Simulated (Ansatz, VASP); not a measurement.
One calculation of GaGe3, two programs

The input INCAR:

```
PREC     = Accurate       # precision mode
ENCUT    = 520            # plane-wave cutoff, eV
EDIFF    = 1E-6           # SCF threshold, eV
ISMEAR   = -1             # smearing method
SIGMA    = 0.05           # smearing width, eV
LREAL    = F              # projectors in reciprocal space
LASPH    = T              # aspherical terms in the spheres
NELM     = 60             # most SCF steps
ALGO     = Normal         # electronic algorithm
ISIF     = 2              # what is computed and relaxed
LWAVE    = F              # write WAVECAR
LCHARG   = T              # write CHGCAR
LELF     = T              # ELF
LVHAR    = T            
NBANDS   = 36             # bands
```

File KPOINTS:

```
regular mesh
0
Gamma
  6 6 6
```

POSCAR

```
GaGe3
1.0
    4.2784660000      0.0000000000      0.0000000000
    0.0000000000      4.2784660000      0.0000000000
    0.0000000000      0.0000000000      4.2784660000
Ge Ga
3 1
Direct
    0.5000000000      0.5000000000      0.0000000000
    0.5000000000      0.0000000000      0.5000000000
    0.0000000000      0.5000000000      0.5000000000
    0.0000000000      0.0000000000      0.0000000000
```

File input.yaml:

```yaml
crystal:
  lattice:
    - [4.278466, 0.0, 0.0]
    - [0.0, 4.278466, 0.0]
    - [0.0, 0.0, 4.278466]
  atoms:
    - { symbol: Ge, position: [0.5, 0.5, 0.0] }
    - { symbol: Ge, position: [0.5, 0.0, 0.5] }
    - { symbol: Ge, position: [0.0, 0.5, 0.5] }
    - { symbol: Ga, position: [0.0, 0.0, 0.0] }
kpoints:
  mp_grid: { grid: [6, 6, 6] }
  band_path:
    path:
      - [0.0, 0.0, 0.0]
      - [0.0, 0.5, 0.0]
      - [0.5, 0.5, 0.0]
      - [0.0, 0.0, 0.0]
      - [0.5, 0.5, 0.5]
      - [0.0, 0.5, 0.0]
    npoints: 12
scf:
  occupations: { method: fermi_dirac, width: 0.05 }
hamiltonian:
  xc: lda
  pseudopotentials: { kind: all_electron, lapw: { basis_error: 0.002 } }
output:
  forces: true
  stress: true
  eigenvalues: true
```

Alike in both runs: functional LDA; k mesh 6 × 6 × 6; occupations fermi-dirac, width 0.05 eV; no spin polarisation.

```csv
,VASP,Ansatz
version,VASP 6.6.1,Ansatz 0.2.0
potentials or method,"VASP PAW LDA potentials, release 64 (Ge_d, Ga_d), cutoff 520 eV","all-electron LAPW, scalar-relativistic"
task,single point,band structure
```

|  | VASP | Ansatz | Ansatz less VASP |
| --- | --- | --- | --- |
| gap on the k mesh at the Fermi level (eV) | none | none | - |
| pressure (GPa) | -4.8 | -4.8 | +0.01 |

LDA's correlation is that of Perdew and Zunger in VASP and of Perdew and Wang (1992) in Ansatz. A gap of «none» marks a metal or a gap that the smearing closes. Ansatz ran all-electron here, and VASP with PAW potentials.
